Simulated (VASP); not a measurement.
Wanted: the native input for a VASP 6.6.1 run.

* Task: single point
* Functional: LDA
* Potentials or basis: VASP PAW LDA potentials, release 64 (Ta_pv)
* Cutoff: 520 eV
* k mesh: 21 × 21 × 10
* Occupations: gaussian, width 0.15 eV
* Spin: no spin polarisation
* Dipole correction: no
* Further INCAR settings: ALGO = Fast; EDIFF = 1e-06; NBANDS = 18

The structure of Ta lies in POSCAR:

```
Ta
1.0
    2.8535836961      0.0000000000      0.0000000000
   -1.4267918481      2.4712759727      0.0000000000
    0.0000000000      0.0000000000      5.3370790476
Ta
2
Direct
    0.6666666667      0.3333333333      0.7500000000
    0.3333333333      0.6666666667      0.2500000000
```

This isn't the form of Ta at room conditions, which is bcc.

This cell differs from its parent crystal: ratio of the length along z to the lengths across it x 1.05, volume and fractional coordinates fixed.

The input as run:

INCAR

```
  PREC = Accurate
  ENCUT = 520
  EDIFF = 1E-6
  ISMEAR = 0
  SIGMA = 0.15
  LREAL = F
  LASPH = T
  NELM = 80
  ALGO = Fast
  ISIF = 2
  LWAVE = F
  LCHARG = F
  GGA = CA
  NBANDS = 18
```

KPOINTS

```
Automatic mesh
0
Gamma
  21 21 10
```

Potentials or basis: VASP PAW LDA potentials, release 64 (Ta_pv).

Command:

```sh
$ cat potpaw_LDA.64/Ta_pv/POTCAR > POTCAR
$ mpirun -np 1 vasp_std > vasp.out
```

Results of the run:

```json
{
 "Pressure": "-10.2 GPa",
 "Band gap on the k mesh": "zero (bands 11 and 12 overlap by 2.45 eV)"
}
```

Caveat: the cell stands under tension; spin-orbit coupling is left out, which moves the levels of the heavy elements.

Run time: 100 s on 1 thread of AMD EPYC 9R45 96-Core Processor (Zen 5) (shared host), peak memory 0.24 GiB.
